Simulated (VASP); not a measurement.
Here is a VASP 6.6.1 calculation.

Contents of INCAR:

```
SYSTEM = Ta16Si
PREC = Accurate
ENCUT = 520
EDIFF = 1E-7
ISMEAR = 0
SIGMA = 0.1
LREAL = Auto
LASPH = .True.
NELM = 80
ALGO = Normal
ISIF = 2
LWAVE = .False.
LCHARG = .False.
LDIPOL = .True.
IDIPOL = 3
DIPOL = 0.5 0.5 0.329
GGA = PE
NBANDS = 104
```

The input KPOINTS:

```
regular mesh
0
Gamma
  4 4 1
  0 0 0
```

Contents of POSCAR:

```
Ta16Si
1.0
    6.6379342679      0.0000000000      0.0000000000
    0.0000000000      6.6379342679      0.0000000000
    0.0000000000      0.0000000000     20.2996559574
Ta Si
16 1
Direct
    0.2500000000      0.2500000000      0.1970476745
    0.2500000000      0.7500000000      0.1970476745
    0.7500000000      0.2500000000      0.1970476745
    0.7500000000      0.7500000000      0.1970476745
    0.0000000000      0.0000000000      0.2787970190
    0.0000000000      0.5000000000      0.2787970190
    0.5000000000      0.0000000000      0.2787970190
    0.5000000000      0.5000000000      0.2787970190
    0.2500000000      0.2500000000      0.3599139064
    0.2500000000      0.7500000000      0.3599139064
    0.7500000000      0.2500000000      0.3599139064
    0.7500000000      0.7500000000      0.3599139064
    0.0000000000      0.0000000000      0.4334879357
    0.0000000000      0.5000000000      0.4334879357
    0.5000000000      0.0000000000      0.4334879357
    0.5000000000      0.5000000000      0.4334879357
    0.0625000000      0.2500000000      0.5216035655
```

Potentials or basis: VASP PAW PBE potentials, release 64 (Ta_pv, Si).

Launch:

```console
$ cat potpaw_PBE.64/Ta_pv/POTCAR potpaw_PBE.64/Si/POTCAR > POTCAR
$ mpirun -np 1 vasp_std > vasp.out
```

Problem. Predict the largest force.

Solution. 1.082 eV/Å.

Problem. What does it give for the band gap on the k mesh?

Solution. Zero (bands 90 and 91 overlap by 0.64 eV).

Forces on the atoms (eV/Å):
```
Ta   0.022  0.000  0.889
Ta  -0.038  0.000  0.825
Ta   0.001  0.000  0.805
Ta   0.045  0.000  0.786
Ta   0.062  0.134 -1.042
Ta   0.062 -0.134 -1.042
Ta  -0.001  0.083 -0.728
Ta  -0.001 -0.083 -0.728
Ta  -0.214  0.000 -0.128
Ta   0.388  0.000 -0.297
Ta  -0.135  0.000 -0.417
Ta  -0.234  0.000 -0.178
Ta  -0.443 -0.795  0.560
Ta  -0.443  0.795  0.560
Ta  -0.076 -0.097  0.062
Ta  -0.076  0.097  0.062
Si   1.082  0.000  0.011
```

Caveat: spin-orbit coupling is left out, which moves the levels of the heavy elements.
